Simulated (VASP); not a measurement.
Here is a VASP 6.6.1 calculation.

File INCAR:

```
SYSTEM = Te
PREC     = Accurate       ! precision mode
ENCUT    = 520            ! plane-wave cutoff, eV
EDIFF    = 1E-6           ! SCF threshold, eV
ISMEAR   = 0              ! smearing method
SIGMA    = 0.1            ! smearing width, eV
LREAL    = .False.        ! projectors in reciprocal space
LASPH    = .True.         ! aspherical terms in the spheres
NELM     = 60             ! most SCF steps
ALGO     = Normal         ! electronic algorithm
ISIF     = 2              ! what is computed and relaxed
LWAVE    = .False.        ! write WAVECAR
LCHARG   = .False.        ! write CHGCAR
GGA      = PS             ! functional
NBANDS   = 20             ! bands
```

KPOINTS

```
regular mesh
0
Gamma
  6 6 2
  0 0 0
```

File POSCAR:

```
Te
1.0
    3.3992688919     -2.2466566970      0.0000000000
    3.3992688919      2.2466566970      0.0000000000
    0.0000000000      0.0000000000      9.1646725742
Te
4
Direct
    0.8500000000      0.1500000000      0.1170000000
    0.6500000000      0.3500000000      0.6170000000
    0.1500000000      0.8500000000      0.8830000000
    0.3500000000      0.6500000000      0.3830000000
```

Potentials or basis: VASP PAW PBE potentials, release 64 (Te).

The run is started by

```bash
$ cat potpaw_PBE.64/Te/POTCAR > POTCAR
$ mpirun -np 1 vasp_std > vasp.out
```

Task: Estimate the band gap on the k mesh.

Result: Zero (bands 12 and 13 overlap by 1.44 eV).

Task: Predict the pressure.

Result: 1.6 GPa.

Task: Predict the largest force.

Result: 1.900 eV/Å.

Stress tensor (GPa, compression positive):
```
-1.73  0.00  0.00
 0.00  0.73  0.00
 0.00  0.00  5.72
```

Caveat: the stress differs along the axes, from -2 to 6 GPa; the PAW data sets were made with another functional, which shifts forces and pressure a little; spin-orbit coupling is left out, which moves the levels of the heavy elements.
